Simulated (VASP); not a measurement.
A run of VASP 6.6.1:

File INCAR:

```
  PREC = Accurate
  ENCUT = 410
  EDIFF = 1E-8
  ISMEAR = -1
  SIGMA = 0.02
  LREAL = False
  LASPH = True
  NELM = 120
  ALGO = Normal
  ISIF = 2
  LWAVE = False
  LCHARG = False
  GGA = PE
  LEFG = True
  NBANDS = 50
  GGA_COMPAT = False
```

KPOINTS

```
Automatic mesh
0
Gamma
  4 11 10
```

Contents of POSCAR:

```
GeSe
1.0
   10.8200000000      0.0000000000      0.0000000000
    0.0000000000      3.8500000000      0.0000000000
    0.0000000000      0.0000000000      4.4000000000
Ge Se
4 4
Direct
    0.1210000000      0.2500000000      0.1110000000
    0.8790000000      0.7500000000      0.8890000000
    0.3790000000      0.7500000000      0.6110000000
    0.6210000000      0.2500000000      0.3890000000
    0.8540000000      0.2500000000      0.5000000000
    0.1460000000      0.7500000000      0.5000000000
    0.6460000000      0.7500000000      0.0000000000
    0.3540000000      0.2500000000      0.0000000000
```

Potentials or basis: VASP PAW PBE potentials, release 64 (Ge_d, Se).

The run is started by

```sh
$ cat potpaw_PBE.64/Ge_d/POTCAR potpaw_PBE.64/Se/POTCAR > POTCAR
$ mpirun -np 1 vasp_std > vasp.out
```

Hardware: 1 thread of Intel(R) Xeon(R) 6975P-C (Granite Rapids), with other jobs on the host.

**Question.** Estimate the wall time of this run.

**Answer.** Run time: 6.2 min on 1 thread of Intel(R) Xeon(R) 6975P-C (Granite Rapids), with other jobs on the host, peak memory 0.58 GiB. Counts: scf iterations 16, k points 108.
